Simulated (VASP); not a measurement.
# Mg in VASP: further runs

The runs below take Mg through single point, with PBEsol, PBE.

Everything below comes from runs of VASP 6.6.1. Logs are shortened: lines on timing, memory, paths and dates and some standing lists are left out, and cuts for length are marked.

## 1. The cell of the first run

Symmetry: P2_1/m, No. 11, monoclinic system. Conventional cell: a = 3.154 Å, b = 5.210 Å, c = 3.210 Å, α = 90.00°, β = 118.27°, γ = 90.00°. Mg (site symmetry m) has 12 Mg at 3.15 to 3.27 Å within 4.2 Å.

## 2. Single point, PBEsol

Input file INCAR:

```
ALGO = Normal
EDIFF = 1E-6
ENCUT = 520
GGA = PS
ISIF = 2
ISMEAR = -1
LASPH = True
LCHARG = True
LELF = True
LREAL = False
LVHAR = True
LWAVE = False
NBANDS = 9
NELM = 60
PREC = Accurate
SIGMA = 0.05
```

Input file KPOINTS:

```
k-points
0
Gamma
  10 10 5
```

Input file POSCAR:

```
Mg
1.0
    3.2093000000     -0.0641860000      0.0000000000
   -1.6602367066      2.8114283284      0.0000000000
    0.0000000000      0.0000000000      5.2103000000
Mg
2
Direct
    0.6666666667      0.3333333333      0.7500000000
    0.3333333333      0.6666666667      0.2500000000
```

Potentials or basis: VASP PAW PBE potentials, release 64 (Mg).

Command:

```
cat potpaw_PBE.64/Mg/POTCAR > POTCAR
mpirun -np 1 vasp_std > vasp.out
```

OUTCAR:

```text
EDIFF = 1E-6
   ENCUT = 520
   GGA = PS
   ISIF = 2
   ISMEAR = -1
   LASPH = True
   LREAL = False
   NELM = 60
   PREC = Accurate

 ion  position               nearest neighbor table
   1  0.667  0.333  0.750-   2 3.18   2 3.18   2 3.20   2 3.20   2 3.22   2 3.22
   2  0.333  0.667  0.250-   1 3.18   1 3.18   1 3.20   1 3.20   1 3.22   1 3.22

  LATTYP: Found a simple monoclinic cell.
 ALAT       =     3.1538765825
 B/A-ratio  =     1.6520304025
 C/A-ratio  =     1.0177766034
 COS(beta)  =    -0.4736455830

  Lattice vectors:

 A1 = (   1.5490632934,   2.7472423284,   0.0000000000)
 A2 = (   0.0000000000,   0.0000000000,  -5.2103000000)
 A3 = (  -3.2093000000,   0.0641860000,   0.0000000000)

Analysis of symmetry for initial positions (statically):
=====================================================================
 Subroutine PRICEL returns:
 Original cell was already a primitive cell.

 Routine SETGRP: Setting up the symmetry group for a
 simple monoclinic supercell.

 Subroutine GETGRP returns: Found  4 space group operations
 (whereof  2 operations were pure point group operations)
 out of a pool of  4 trial point group operations.

The static configuration has the point symmetry S_2 .
 The point group associated with its full space group is C_2h.

Analysis of symmetry for dynamics (positions and initial velocities):
=====================================================================
 Subroutine PRICEL returns:
 Original cell was already a primitive cell.

 Routine SETGRP: Setting up the symmetry group for a
 simple monoclinic supercell.

 Subroutine GETGRP returns: Found  4 space group operations
 (whereof  2 operations were pure point group operations)
 out of a pool of  4 trial point group operations.

The dynamic configuration has the point symmetry S_2 .
 The point group associated with its full space group is C_2h.

 Subroutine INISYM returns: Found  4 space group operations
 (whereof  2 operations are pure point group operations),
 and found     1 'primitive' translations

----------------------------------------------------------------------------------------

                                     Primitive cell

  volume of cell :      46.4558

  direct lattice vectors                    reciprocal lattice vectors
     3.209300000 -0.064186000  0.000000000     0.315318539  0.186205498  0.000000000
    -1.660236707  2.811428328  0.000000000     0.007198845  0.359942231  0.000000000
     0.000000000  0.000000000  5.210300000     0.000000000  0.000000000  0.191927528
[... 89 lines left out ...]
   NFREE  =      0    steps in history (QN), initial steepest desc. (CG)
   ISIF   =      2    stress and relaxation
   ISYM   =      2    0-nonsym 1-usesym 2-fastsym
   POTIM  = 0.5000    time-step for ionic-motion
   TEBEG  =    0.0;   TEEND  =   0.0 temperature during run
   PSTRESS=    0.0 pullay stress
   NELECT =       4.0000    total number of electrons
   NUPDOWN=      -1.0000    fix difference up-down
   EMIN   =  10.00;   EMAX   =-10.00  energy-range for DOS
   EFERMI =   0.00;   METHOD = LEGACY
   ISMEAR =    -1;   SIGMA  =   0.05  broadening in eV -4-tet -1-fermi 0-gaus
   EFERMI_NEDOS =   21; number of points for ismear=-14 and -15
   IALGO  =     38    algorithm
   IMIX   =      4    mixing-type and parameters
     AMIX     =   0.40;   BMIX     =  1.00
     AMIX_MAG =   1.60;   BMIX_MAG =  1.00
  volume/ion in A,a.u.               =      23.23       156.75
  Fermi-wavevector in a.u.,A,eV,Ry     =   0.722905  1.366093  7.110297  0.522592
  Thomas-Fermi vector in A             =   1.812987
   LORBIT       =      0    0 simple, 1 ext, 2 COOP (PROOUT), +10 PAW based schemes
   GGA     = PS    functional components
   LHFCALC =     F    Hartree Fock is set to
   AEXX    =    0.0000 exact exchange contribution
   IVDW    =     0    specifies the selected vdW correction
   LEPSILON=     F    determine dielectric tensor
   LRPA    =     F    only Hartree local field effects (RPA)
 non-spin polarized calculation
  energy-cutoff  :      520.00
  volume of cell :       46.46
 maximum number of plane-waves:      1272
   NGX = 11   NGY = 13   NGZ = 19

 number of electron       4.0000000 magnetization

 Free energy of the ion-electron system (eV)
  ---------------------------------------------------
  ext. energy  EPLUGINS =         0.00000000
  ---------------------------------------------------
  free energy    TOTEN  =        -3.43669432 eV

  energy without entropy =       -3.42664054  energy(sigma->0) =       -3.43166743

 E-fermi :   2.5678     XC(G=0):  -8.4967

 val. band max:        2.5663832736   @ k =   0.4000   0.0000   0.0000
 cond. band min:       2.5680437872   @ k =   0.5000   0.0000   0.4000
 fundamental gap:      0.0016605136
 Fermi energy:         2.5677746599

 k-point     1 :       0.0000    0.0000    0.0000
  band No.  band energies     occupation
      1      -4.3473      2.00000
      2       0.8644      2.00000
      3       1.2907      2.00000
      4      12.9377      0.00000
      5      13.0449      0.00000
      6      13.7569      0.00000
      7      13.8080      0.00000
      8      14.4438      0.00000
      9      15.9059      0.00000
[... 265 lines left out ...]
 k-point    24 :      -0.3000    0.2000    0.0000
  band No.  band energies     occupation
      1      -3.0080      2.00000
      2       2.0983      1.99983
      3       2.5564      1.11300
      4       6.0334      0.00000
      5       8.6292      0.00000
      6      10.7331      0.00000
      7      11.4288      0.00000
      8      13.4609      0.00000
      9      14.0357      0.00000

 [... further k-points ...]

------------------------ aborting loop because EDIFF is reached ----------------------------------------

  FORCE on cell =-STRESS in cart. coord.  units (eV):
  Direction    XX          YY          ZZ          XY          YZ          ZX
  --------------------------------------------------------------------------------------
  -------------------------------------------------------------------------------------
  Total       -0.5234881     -0.2789490     -0.1363986      0.0439252      0.0000000      0.0000000
  in kB      -18.0541561     -9.6204432     -4.7041392      1.5148991      0.0000000      0.0000000
  external PRESSURE =     -10.7929128 kB  Pullay stress =       0.0000000 kB

 VOLUME and BASIS-vectors are now :
 -----------------------------------------------------------------------------
  energy-cutoff  :      520.00
  volume of cell :       46.46
      direct lattice vectors                 reciprocal lattice vectors
     3.209300000 -0.064186000  0.000000000     0.315318539  0.186205498  0.000000000
    -1.660236707  2.811428328  0.000000000     0.007198845  0.359942231  0.000000000
     0.000000000  0.000000000  5.210300000     0.000000000  0.000000000  0.191927528

 POSITION                                       TOTAL-FORCE (eV/Angst)
 -----------------------------------------------------------------------------------
      1.58612      0.89435      3.90773        -0.031787     -0.000526      0.000000
     -0.03706      1.85289      1.30258         0.031787      0.000526      0.000000
 -----------------------------------------------------------------------------------
    total drift:                                0.000000     -0.000000     -0.000000

  FREE ENERGIE OF THE ION-ELECTRON SYSTEM (eV)
  ---------------------------------------------------
  free  energy   TOTEN  =        -3.4366943152 eV

  energy  without entropy=       -3.4266405359  energy(sigma->0) =       -3.43166743
```

Run time: 15 s. Hardware: 1 thread of Intel Xeon 6975P-C (Granite Rapids), shared host; peak memory 0.2 GiB.

What came out:

```yaml
Free_energy: -3.4367 eV
Pressure: -1.1 GPa
Largest_force: 0.032 eV/Å
Band_gap_on_the_k_mesh: zero (band 2 reaches 3.29 eV, above the bottom of band 3 at 1.29 eV)
```

Forces in eV/Å, atoms in the order of the input:
```
Mg  -0.032 -0.001  0.000
Mg   0.032  0.001  0.000
```

Stress tensor (GPa, compression positive):
```
-1.81  0.15  0.00
 0.15 -0.96  0.00
 0.00  0.00 -0.47
```

Caveat: the PAW data sets were made with another functional, which shifts forces and pressure a little.

## 3. Single point, PBEsol

Input file INCAR:

```
SYSTEM = Mg
ALGO = Fast ; EDIFF = 1E-6
ENCUT = 520 ; GGA = PS
ISIF = 2 ; ISMEAR = -1
LASPH = .True. ; LCHARG = .False.
LREAL = .False. ; LWAVE = .False.
NBANDS = 9 ; NELM = 80
PREC = Accurate ; SIGMA = 0.05
```

Input file KPOINTS:

```
k-points
0
Gamma
  10 10 5
  0 0 0
```

Input file POSCAR:

```
Mg
1.0
    3.2093000000     -0.0320930000      0.0000000000
   -1.6324433533      2.7953818284      0.0000000000
    0.0000000000      0.0000000000      5.2103000000
Mg
2
Direct
    0.6666666667      0.3333333333      0.7500000000
    0.3333333333      0.6666666667      0.2500000000
```

Potentials or basis: VASP PAW PBE potentials, release 64 (Mg).

Command:

```
cat potpaw_PBE.64/Mg/POTCAR > POTCAR
mpirun -np 1 vasp_std > vasp.out
```

Wall time 14 s (1 thread of Intel Xeon 6975P-C (Granite Rapids), shared host); peak memory 0.19 GiB.

Results (log left out):

* Free energy: -3.4370 eV
* Pressure: -1.1 GPa
* Largest force: 0.015 eV/Å
* Band gap on the k mesh: zero (band 2 reaches 3.24 eV, above the bottom of band 3 at 1.29 eV)

Forces on the atoms (eV/Å):
```
Mg  -0.015  0.001  0.000
Mg   0.015 -0.001  0.000
```

Stress tensor (GPa, compression positive):
```
-1.64  0.01  0.00
 0.01 -1.32  0.00
 0.00  0.00 -0.33
```

Levels at points of the mesh, in eV from the Fermi level:
```csv
k point,band 1,band 2,band 3,band 4,band 5
"(0.00, 0.00, 0.00)",-6.91,-1.70,-1.27,10.60,10.71
"(0.50, 0.00, 0.00)",-2.09,-2.06,2.70,3.04,3.28
"(0.00, 0.50, 0.00)",-2.16,-2.15,2.61,2.98,3.21
"(0.50, 0.50, 0.00)",-2.24,-2.22,2.51,2.92,3.14
```

Caveat: the PAW data sets were made with another functional, which shifts forces and pressure a little.

## 4. Single point, PBE

Input file INCAR:

```
SYSTEM = Mg
PREC = Accurate
ENCUT = 520
EDIFF = 1E-6
ISMEAR = -1
SIGMA = 0.04
LREAL = .FALSE.
LASPH = .TRUE.
NELM = 60
ALGO = Fast
ISIF = 2
LWAVE = .FALSE.
LCHARG = .FALSE.
GGA = PE
NBANDS = 9
```

Input file KPOINTS:

```
regular mesh
0
G
  7 7 4
  0 0 0
```

Input file POSCAR:

```
Mg
1.0
    3.2093000000      0.0000000000      0.0000000000
   -1.6046500000      2.7793353284      0.0000000000
    0.0000000000      0.0000000000      5.2103000000
Mg
2
Direct
    0.6666666667      0.3333333333      0.7500000000
    0.3333333333      0.6666666667      0.2500000000
```

Potentials or basis: VASP PAW PBE potentials, release 64 (Mg).

Command:

```
cat potpaw_PBE.64/Mg/POTCAR > POTCAR
mpirun -np 1 vasp_std > vasp.out
```

OUTCAR:

```text
SYSTEM = Mg
   PREC = Accurate
   ENCUT = 520
   EDIFF = 1E-6
   ISMEAR = -1
   LREAL = .FALSE.
   LASPH = .TRUE.
   NELM = 60
   ISIF = 2
   GGA = PE

 ion  position               nearest neighbor table
   1  0.667  0.333  0.750-   2 3.20   2 3.20   2 3.20   2 3.20   2 3.20   2 3.20
   2  0.333  0.667  0.250-   1 3.20   1 3.20   1 3.20   1 3.20   1 3.20   1 3.20

  LATTYP: Found a hexagonal cell.
 ALAT       =     3.2093000000
 C/A-ratio  =     1.6235004518

  Lattice vectors:

 A1 = (   3.2093000000,   0.0000000000,   0.0000000000)
 A2 = (  -1.6046500000,   2.7793353284,   0.0000000000)
 A3 = (   0.0000000000,   0.0000000000,   5.2103000000)

Analysis of symmetry for initial positions (statically):
=====================================================================
 Subroutine PRICEL returns:
 Original cell was already a primitive cell.

 Routine SETGRP: Setting up the symmetry group for a
 hexagonal supercell.

 Subroutine GETGRP returns: Found 24 space group operations
 (whereof 12 operations were pure point group operations)
 out of a pool of 24 trial point group operations.

The static configuration has the point symmetry D_3d.
 The point group associated with its full space group is D_6h.

Analysis of symmetry for dynamics (positions and initial velocities):
=====================================================================
 Subroutine PRICEL returns:
 Original cell was already a primitive cell.

 Routine SETGRP: Setting up the symmetry group for a
 hexagonal supercell.

 Subroutine GETGRP returns: Found 24 space group operations
 (whereof 12 operations were pure point group operations)
 out of a pool of 24 trial point group operations.

The dynamic configuration has the point symmetry D_3d.
 The point group associated with its full space group is D_6h.

 Subroutine INISYM returns: Found 24 space group operations
[... 118 lines left out ...]
  Fermi-wavevector in a.u.,A,eV,Ry     =   0.722809  1.365911  7.108401  0.522453
  Thomas-Fermi vector in A             =   1.812866
   LORBIT       =      0    0 simple, 1 ext, 2 COOP (PROOUT), +10 PAW based schemes
   GGA     = PE    functional components
   LHFCALC =     F    Hartree Fock is set to
   AEXX    =    0.0000 exact exchange contribution
   IVDW    =     0    specifies the selected vdW correction
   LEPSILON=     F    determine dielectric tensor
   LRPA    =     F    only Hartree local field effects (RPA)
 non-spin polarized calculation
 RMM-DIIS sequential band-by-band and
  energy-cutoff  :      520.00
  volume of cell :       46.47
 maximum number of plane-waves:      1268
 NGX is ok and might be reduce to    24
   NGX = 11   NGY = 11   NGZ = 19

 number of electron       4.0000000 magnetization

 Free energy of the ion-electron system (eV)
  ---------------------------------------------------
  ext. energy  EPLUGINS =         0.00000000
  ---------------------------------------------------
  free energy    TOTEN  =        -3.03496679 eV

  energy without entropy =       -3.02991580  energy(sigma->0) =       -3.03244130

 E-fermi :   2.5467     XC(G=0):  -8.4534

 val. band max:        2.4569047980   @ k =   0.1429   0.1429   0.0000
 cond. band min:       2.5467881262   @ k =   0.4286   0.0000   0.2500
 fundamental gap:      0.0898833282
 Fermi energy:         2.5467050589

 k-point     1 :       0.0000    0.0000    0.0000
  band No.  band energies     occupation
      1      -4.3093      2.00000
      2       0.9088      2.00000
      3       1.3256      2.00000
      4      13.4391      0.00000
      5      13.4391      0.00000
      6      13.5269      0.00000
      7      13.5269      0.00000
      8      14.3321      0.00000
      9      15.8807      0.00000
[... 265 lines left out ...]
 k-point    24 :       0.2857    0.2857    0.5000
  band No.  band energies     occupation
      1       1.6374      2.00000
      2       1.6374      2.00000
      3       3.9921      0.00000
      4       3.9921      0.00000
      5       4.8320      0.00000
      6       4.8320      0.00000
      7      12.1965      0.00000
      8      12.1965      0.00000
      9      14.3767      0.00000

------------------------ aborting loop because EDIFF is reached ----------------------------------------

  FORCE on cell =-STRESS in cart. coord.  units (eV):
  Direction    XX          YY          ZZ          XY          YZ          ZX
  --------------------------------------------------------------------------------------
  -------------------------------------------------------------------------------------
  Total       -0.3830083     -0.3830083      0.4420857      0.0000000      0.0000000      0.0000000
  in kB      -13.2039787    -13.2039787     15.2406333      0.0000000      0.0000000      0.0000000
  external PRESSURE =      -3.7224414 kB  Pullay stress =       0.0000000 kB

 VOLUME and BASIS-vectors are now :
 -----------------------------------------------------------------------------
  energy-cutoff  :      520.00
  volume of cell :       46.47
      direct lattice vectors                 reciprocal lattice vectors
     3.209300000  0.000000000  0.000000000     0.311594429  0.179899127  0.000000000
    -1.604650000  2.779335328  0.000000000     0.000000000  0.359798255  0.000000000
     0.000000000  0.000000000  5.210300000     0.000000000  0.000000000  0.191927528

 POSITION                                       TOTAL-FORCE (eV/Angst)
 -----------------------------------------------------------------------------------
      1.60465      0.92645      3.90773         0.000000     -0.000000      0.000000
     -0.00000      1.85289      1.30258        -0.000000      0.000000      0.000000
 -----------------------------------------------------------------------------------
    total drift:                                0.000000     -0.000000      0.000000

  FREE ENERGIE OF THE ION-ELECTRON SYSTEM (eV)
  ---------------------------------------------------
  free  energy   TOTEN  =        -3.0349667909 eV

  energy  without entropy=       -3.0299158017  energy(sigma->0) =       -3.03244130
```

OSZICAR:

```text
N       E                     dE             d eps       ncg     rms          rms(c)
DAV:   1    -0.180602497492E+00   -0.18060E+00   -0.12802E+03   432   0.305E+02
DAV:   2    -0.301437332950E+01   -0.28338E+01   -0.27032E+01   606   0.275E+01
DAV:   3    -0.304863315663E+01   -0.34260E-01   -0.34206E-01   613   0.255E+00
DAV:   4    -0.304872368773E+01   -0.90531E-04   -0.90528E-04   545   0.128E-01
DAV:   5    -0.304872399273E+01   -0.30500E-06   -0.30497E-06   520   0.694E-03    0.932E-01
RMM:   6    -0.304240262640E+01    0.63214E-02   -0.55728E-04   440   0.193E-01    0.596E-01
RMM:   7    -0.303494949257E+01    0.74531E-02   -0.23100E-03   454   0.363E-01    0.321E-02
RMM:   8    -0.303496703124E+01   -0.17539E-04   -0.87293E-05   473   0.707E-02    0.720E-03
RMM:   9    -0.303496679093E+01    0.24031E-06   -0.70386E-06   491   0.172E-02
   1 F= -.30349668E+01 E0= -.30324413E+01  d E =-.505099E-02
```

It took 3.4 s on 1 thread of Intel Xeon 6975P-C (Granite Rapids), shared host; peak memory 0.15 GiB.

Results:

```yaml
Free_energy: -3.0350 eV
Pressure: -0.4 GPa
Band_gap_on_the_k_mesh: zero (band 2 reaches 3.35 eV, above the bottom of band 3 at 1.33 eV)
```

## 5. Summary

```csv
level,cell,k mesh,smearing,gap on the mesh (eV),pressure (GPa),largest force (eV/Å)
PBEsol,"a = 3.210, b = 3.265, c = 5.210 Å, angles 90.0, 90.0, 121.7°, 2 atoms",10 × 10 × 5,fermi-dirac 0.05 eV,none,-1.1,0.03
PBEsol,"a = 3.209, b = 3.237, c = 5.210 Å, angles 90.0, 90.0, 120.9°, 2 atoms",10 × 10 × 5,fermi-dirac 0.05 eV,none,-1.1,0.02
PBE,"a = 3.209, b = 3.209, c = 5.210 Å, angles 90.0, 90.0, 120.0°, 2 atoms",7 × 7 × 4,fermi-dirac 0.04 eV,none,-0.4,-
```

Alike in all rows: task single point; potentials or basis VASP PAW PBE potentials, release 64 (Mg); no spin polarisation; cutoff (eV) 520.

Caveats: the PAW data sets were made with another functional, which shifts forces and pressure a little (some runs).

Absolute energies hang on the potentials; compare differences alone.
